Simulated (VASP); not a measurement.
# Y (P6_3/mmc) in VASP: notebook

Y is run at these levels: PBE; tasks: single point.

Everything below comes from runs of VASP 6.6.1. Logs are shortened: lines on timing, memory, paths and dates and some standing lists are left out, and cuts for length are marked.

## Step 1: The cell of the first run

Symmetry: P6_3/mmc, No. 194, hexagonal system. The conventional cell has a = 3.618 Å, b = 3.618 Å, c = 11.765 Å, α = 90.00°, β = 90.00°, γ = 120.00°. Within 4.7 Å of Y (site symmetry -6m2) lie 12 Y at 3.61 to 3.62 Å. Y (site symmetry -3m) has 12 Y at 3.61 to 3.62 Å within 4.7 Å.

## Step 2: Single point, PBE

INCAR

```
ALGO     = Normal         # electronic algorithm
EDIFF    = 1E-6           # SCF threshold, eV
ENCUT    = 520            # plane-wave cutoff, eV
GGA      = PE             # functional
ISIF     = 2              # what is computed and relaxed
ISMEAR   = -1             # smearing method
LASPH    = True           # aspherical terms in the spheres
LCHARG   = False          # write CHGCAR
LREAL    = False          # projectors in reciprocal space
LWAVE    = False          # write WAVECAR
NBANDS   = 30             # bands
NELM     = 80             # most SCF steps
PREC     = Accurate       # precision mode
SIGMA    = 0.05           # smearing width, eV
```

KPOINTS

```
k-points
0
Gamma
  8 8 3
```

POSCAR

```
Y
1.0
    3.6180967986      0.0000000000      0.0000000000
   -1.8090483993      3.1333637409      0.0000000000
    0.0000000000      0.0000000000     11.7646371471
Y
4
Direct
    0.6666666667      0.3333333333      0.7500000000
    0.0000000000      0.0000000000      0.5000000000
    0.3333333333      0.6666666667      0.2500000000
    0.0000000000      0.0000000000      0.0000000000
```

Potentials or basis: VASP PAW PBE potentials, release 64 (Y_sv).

Command:

```
> cat potpaw_PBE.64/Y_sv/POTCAR > POTCAR
> mpirun -np 1 vasp_std > vasp.out
```

OUTCAR:

```text
EDIFF = 1E-6
   ENCUT = 520
   GGA = PE
   ISIF = 2
   ISMEAR = -1
   LASPH = True
   LREAL = False
   NELM = 80
   PREC = Accurate

 ion  position               nearest neighbor table
   1  0.667  0.333  0.750-   2 3.61   4 3.61   2 3.61   4 3.61   2 3.61   4 3.61
   2  0.000  0.000  0.500-   1 3.61   3 3.61   3 3.61   1 3.61   1 3.61   3 3.61
   3  0.333  0.667  0.250-   2 3.61   4 3.61   2 3.61   4 3.61   2 3.61   4 3.61
   4  0.000  0.000  0.000-   1 3.61   3 3.61   3 3.61   1 3.61   1 3.61   3 3.61

  LATTYP: Found a hexagonal cell.
 ALAT       =     3.6180967986
 C/A-ratio  =     3.2516092858

  Lattice vectors:

 A1 = (   3.6180967986,   0.0000000000,   0.0000000000)
 A2 = (  -1.8090483993,   3.1333637409,   0.0000000000)
 A3 = (   0.0000000000,   0.0000000000,  11.7646371471)

Analysis of symmetry for initial positions (statically):
=====================================================================
 Subroutine PRICEL returns:
 Original cell was already a primitive cell.

 Routine SETGRP: Setting up the symmetry group for a
 hexagonal supercell.

 Subroutine GETGRP returns: Found 24 space group operations
 (whereof 12 operations were pure point group operations)
 out of a pool of 24 trial point group operations.

The static configuration has the point symmetry D_3d.
 The point group associated with its full space group is D_6h.

Analysis of symmetry for dynamics (positions and initial velocities):
=====================================================================
 Subroutine PRICEL returns:
 Original cell was already a primitive cell.

 Routine SETGRP: Setting up the symmetry group for a
 hexagonal supercell.

 Subroutine GETGRP returns: Found 24 space group operations
 (whereof 12 operations were pure point group operations)
 out of a pool of 24 trial point group operations.

The dynamic configuration has the point symmetry D_3d.
 The point group associated with its full space group is D_6h.

 Subroutine INISYM returns: Found 24 space group operations
 (whereof 12 operations are pure point group operations),
 and found     1 'primitive' translations

----------------------------------------------------------------------------------------

                                     Primitive cell

  volume of cell :     133.3735

  direct lattice vectors                    reciprocal lattice vectors
     3.618096799  0.000000000  0.000000000     0.276388404  0.159572920  0.000000000
    -1.809048399  3.133363741  0.000000000     0.000000000  0.319145839  0.000000000
     0.000000000  0.000000000 11.764637147     0.000000000  0.000000000  0.085000497

  length of vectors
     3.618096799  3.618096799 11.764637147     0.319145839  0.319145839  0.085000497

  position of ions in fractional coordinates (direct lattice)
     0.666666667  0.333333333  0.750000000
     0.000000000  0.000000000  0.500000000
     0.333333333  0.666666667  0.250000000
     0.000000000  0.000000000  0.000000000

  ion indices of the primitive-cell ions
   primitive index   ion index
                 1           1
                 2           2
                 3           3
                 4           4

----------------------------------------------------------------------------------------

 KPOINTS: k-points

Automatic generation of k-mesh.
 Grid dimensions read from file:
 generate k-points for:    8    8    3

 Generating k-lattice:

  Cartesian coordinates                     Fractional coordinates (reciprocal lattice)
     0.034548551  0.019946615  0.000000000     0.125000000  0.000000000  0.000000000
     0.000000000  0.039893230  0.000000000     0.000000000  0.125000000  0.000000000
     0.000000000  0.000000000  0.028333499     0.000000000  0.000000000  0.333333333

  Length of vectors
     0.039893230  0.039893230  0.028333499

  Shift w.r.t. Gamma in fractional coordinates (k-lattice)
     0.000000000  0.000000000  0.000000000

 Subroutine IBZKPT returns following result:
 ===========================================

 Found     20 irreducible k-points:

 Following reciprocal coordinates:
            Coordinates               Weight
  0.000000  0.000000  0.000000      1.000000
  0.125000  0.000000  0.000000      6.000000
  0.250000  0.000000  0.000000      6.000000
  0.375000 -0.000000  0.000000      6.000000
  0.500000  0.000000  0.000000      3.000000
  0.125000  0.125000  0.000000      6.000000
[... 12 lines left out ...]
  0.250000  0.250000  0.333333     12.000000
  0.375000  0.250000  0.333333     12.000000
   k-points           NKPTS =     20   k-points in BZ     NKDIM =     20   number of bands    NBANDS=     30
   number of dos      NEDOS =    301   number of ions     NIONS =      4
   total plane-waves  NPLWV =  70560
   dimension x,y,z NGX =    28 NGY =   28 NGZ =   90
   dimension x,y,z NGXF=    56 NGYF=   56 NGZF=  180
   ions per type =               4
   NGX,Y,Z   is equivalent  to a cutoff of  12.87, 12.87, 12.72 a.u.
   NGXF,Y,Z  is equivalent  to a cutoff of  25.73, 25.73, 25.44 a.u.
 SYSTEM =  unknown system
   PREC   = accura    normal or accurate (medium, high low for compatibility)
   ISTART =      0    job   : 0-new  1-cont  2-samecut
   ICHARG =      2    charge: 1-file 2-atom 10-const
   ISPIN  =      1    spin polarized calculation?
   LNONCOLLINEAR =      F non collinear calculations
   LSORBIT =      F    spin-orbit coupling
   LASPH  =      T    aspherical Exc in radial PAW
   ENCUT  =  520.0 eV  38.22 Ry    6.18 a.u.   6.73  6.73 21.87*2*pi/ulx,y,z
   NELM   =     80;   NELMIN=  2; NELMDL= -5     # of ELM steps
   EDIFF  = 0.1E-05   stopping-criterion for ELM
   LREAL  =      F    real-space projection
   EDIFFG = 0.1E-04   stopping-criterion for IOM
   NSW    =      0    number of steps for IOM
   IBRION =     -1    ionic relax: 0-MD 1-quasi-New 2-CG
   NFREE  =      0    steps in history (QN), initial steepest desc. (CG)
   ISIF   =      2    stress and relaxation
   ISYM   =      2    0-nonsym 1-usesym 2-fastsym
   POTIM  = 0.5000    time-step for ionic-motion
   TEBEG  =    0.0;   TEEND  =   0.0 temperature during run
   PSTRESS=    0.0 pullay stress
   NELECT =      44.0000    total number of electrons
   NUPDOWN=      -1.0000    fix difference up-down
   EMIN   =  10.00;   EMAX   =-10.00  energy-range for DOS
   EFERMI =   0.00;   METHOD = LEGACY
   ISMEAR =    -1;   SIGMA  =   0.05  broadening in eV -4-tet -1-fermi 0-gaus
   EFERMI_NEDOS =   21; number of points for ismear=-14 and -15
   IALGO  =     38    algorithm
   IMIX   =      4    mixing-type and parameters
     AMIX     =   0.40;   BMIX     =  1.00
     AMIX_MAG =   1.60;   BMIX_MAG =  1.00
  volume/ion in A,a.u.               =      33.34       225.01
  Fermi-wavevector in a.u.,A,eV,Ry     =   1.131191  2.137641 17.409916  1.279593
  Thomas-Fermi vector in A             =   2.267889
   LORBIT       =      0    0 simple, 1 ext, 2 COOP (PROOUT), +10 PAW based schemes
   GGA     = PE    functional components
   LHFCALC =     F    Hartree Fock is set to
   AEXX    =    0.0000 exact exchange contribution
   IVDW    =     0    specifies the selected vdW correction
   LEPSILON=     F    determine dielectric tensor
   LRPA    =     F    only Hartree local field effects (RPA)
 non-spin polarized calculation
  energy-cutoff  :      520.00
  volume of cell :      133.37
 maximum number of plane-waves:      3614
 NGX is ok and might be reduce to    28
   NGX = 13   NGY = 13   NGZ = 43

 number of electron      43.9999999 magnetization

 Free energy of the ion-electron system (eV)
  ---------------------------------------------------
  ext. energy  EPLUGINS =         0.00000000
  ---------------------------------------------------
  free energy    TOTEN  =       -25.70880642 eV

  energy without entropy =      -25.65002589  energy(sigma->0) =      -25.67941616

 E-fermi :   2.9610     XC(G=0):  -9.3675

 val. band max:        2.9498130126   @ k =   0.3750   0.1250   0.3333
 cond. band min:       2.9627099388   @ k =   0.2500   0.2500   0.3333
 fundamental gap:      0.0128969262
 Fermi energy:         2.9609967941

 k-point     1 :       0.0000    0.0000    0.0000
  band No.  band energies     occupation
      1     -39.7770      2.00000
      2     -39.7539      2.00000
      3     -39.7392      2.00000
      4     -39.7158      2.00000
      5     -20.0103      2.00000
      6     -19.7686      2.00000
[... 22 lines left out ...]
     29       4.9785      0.00000
     30       4.9785      0.00000

 k-point     2 :       0.1250    0.0000    0.0000
  band No.  band energies     occupation
      1     -39.7695      2.00000
      2     -39.7483      2.00000
      3     -39.7336      2.00000
      4     -39.7122      2.00000
      5     -19.9847      2.00000
      6     -19.7769      2.00000
[... 22 lines left out ...]
     29       4.9655      0.00000
     30       5.1821      0.00000

 k-point     3 :       0.2500    0.0000    0.0000
  band No.  band energies     occupation
      1     -39.7508      2.00000
      2     -39.7349      2.00000
      3     -39.7201      2.00000
      4     -39.7041      2.00000
      5     -19.9195      2.00000
      6     -19.8295      2.00000
[... 22 lines left out ...]
     29       5.0161      0.00000
     30       5.4632      0.00000

 k-point     4 :       0.3750   -0.0000    0.0000
  band No.  band energies     occupation
      1     -39.7303      2.00000
      2     -39.7214      2.00000
      3     -39.7066      2.00000
      4     -39.6977      2.00000
      5     -19.9488      2.00000
      6     -19.9468      2.00000
[... 484 lines left out ...]
     29       4.9010      0.00000
     30       5.2390      0.00000

 k-point    19 :       0.2500    0.2500    0.3333
  band No.  band energies     occupation
      1     -39.7197      2.00000
      2     -39.7173      2.00000
      3     -39.6995      2.00000
      4     -39.6971      2.00000
      5     -19.9111      2.00000
      6     -19.9065      2.00000
[... 22 lines left out ...]
     29       5.1045      0.00000
     30       5.1376      0.00000

 k-point    20 :       0.3750    0.2500    0.3333
  band No.  band energies     occupation
      1     -39.7127      2.00000
      2     -39.7121      2.00000
      3     -39.6968      2.00000
      4     -39.6963      2.00000
      5     -19.9193      2.00000
      6     -19.9135      2.00000
[... 22 lines left out ...]
     29       5.2142      0.00000
     30       5.3744      0.00000

------------------------ aborting loop because EDIFF is reached ----------------------------------------

  FORCE on cell =-STRESS in cart. coord.  units (eV):
  Direction    XX          YY          ZZ          XY          YZ          ZX
  --------------------------------------------------------------------------------------
  -------------------------------------------------------------------------------------
  Total       -0.7684392     -0.7684392     -1.2251941      0.0000000      0.0000000      0.0000000
  in kB       -9.2310391     -9.2310391    -14.7179032      0.0000000      0.0000000      0.0000000
  external PRESSURE =     -11.0599938 kB  Pullay stress =       0.0000000 kB

 VOLUME and BASIS-vectors are now :
 -----------------------------------------------------------------------------
  energy-cutoff  :      520.00
  volume of cell :      133.37
      direct lattice vectors                 reciprocal lattice vectors
     3.618096799  0.000000000  0.000000000     0.276388404  0.159572920  0.000000000
    -1.809048399  3.133363741  0.000000000     0.000000000  0.319145839  0.000000000
     0.000000000  0.000000000 11.764637147     0.000000000  0.000000000  0.085000497

 POSITION                                       TOTAL-FORCE (eV/Angst)
 -----------------------------------------------------------------------------------
      1.80905      1.04445      8.82348         0.000000     -0.000000      0.000000
      0.00000      0.00000      5.88232        -0.000000      0.000000      0.000000
     -0.00000      2.08891      2.94116        -0.000000      0.000000     -0.000000
      0.00000      0.00000      0.00000        -0.000000      0.000000      0.000000
 -----------------------------------------------------------------------------------
    total drift:                                0.000000     -0.000000      0.000000

  FREE ENERGIE OF THE ION-ELECTRON SYSTEM (eV)
  ---------------------------------------------------
  free  energy   TOTEN  =       -25.7088064232 eV

  energy  without entropy=      -25.6500258944  energy(sigma->0) =      -25.67941616
```

It took 48 s on 1 thread of Intel Xeon 6975P-C (Granite Rapids), shared host; peak memory 0.26 GiB.

What came out:

```yaml
Free_energy: -25.7088 eV
Pressure: -1.1 GPa
Band_gap_on_the_k_mesh: zero (band 22 reaches 3.70 eV, above the bottom of band 23 at 2.66 eV)
```

## Step 3: Single point, PBE

This run uses another cell than the first one, of 34.02 Å³/atom, 1.020 times its volume.

INCAR

```
SYSTEM = Y
  PREC = Accurate
  ENCUT = 520
  EDIFF = 1E-6
  ISMEAR = -1
  SIGMA = 0.05
  LREAL = .FALSE.
  LASPH = .TRUE.
  NELM = 100
  ALGO = Fast
  ISIF = 2
  LWAVE = .FALSE.
  LCHARG = .TRUE.
  GGA = PE
  LELF = .TRUE.
  LVHAR = .TRUE.
  NBANDS = 30
```

KPOINTS

```
Automatic mesh
0
G
  8 8 3
  0 0 0
```

POSCAR

```
Y
1.0
    3.6425441402      0.0000000000      0.0000000000
   -1.8212720701      3.1545357598      0.0000000000
    0.0000000000      0.0000000000     11.8441303500
Y
4
Direct
    0.6666666667      0.3333333333      0.7500000000
    0.0000000000      0.0000000000      0.5000000000
    0.3333333333      0.6666666667      0.2500000000
    0.0000000000      0.0000000000      0.0000000000
```

Potentials or basis: VASP PAW PBE potentials, release 64 (Y_sv).

Command:

```
> cat potpaw_PBE.64/Y_sv/POTCAR > POTCAR
> mpirun -np 1 vasp_std > vasp.out
```

Wall time 84 s (1 thread of Intel Xeon 6975P-C (Granite Rapids), shared host); peak memory 0.28 GiB.

It converged, with:

```
Free energy            : -25.6842 eV
Pressure               : -1.8 GPa
Band gap on the k mesh : zero (band 22 reaches 3.60 eV, above the bottom of band 23 at 2.57 eV)
```

Stress tensor (GPa, compression positive):
```
-1.62  0.00  0.00
 0.00 -1.62  0.00
 0.00  0.00 -2.19
```

Levels at points of the mesh, in eV from the Fermi level:
```
           k point  band 19  band 20  band 21  band 22  band 23  band 24  band 25  band 26
(0.00, 0.00, 0.00)    -3.33    -1.90     0.54     0.73     0.78     1.61     1.61     1.67
(0.50, 0.00, 0.00)    -1.26    -1.19    -0.51    -0.44    -0.30     0.35     0.76     1.27
```
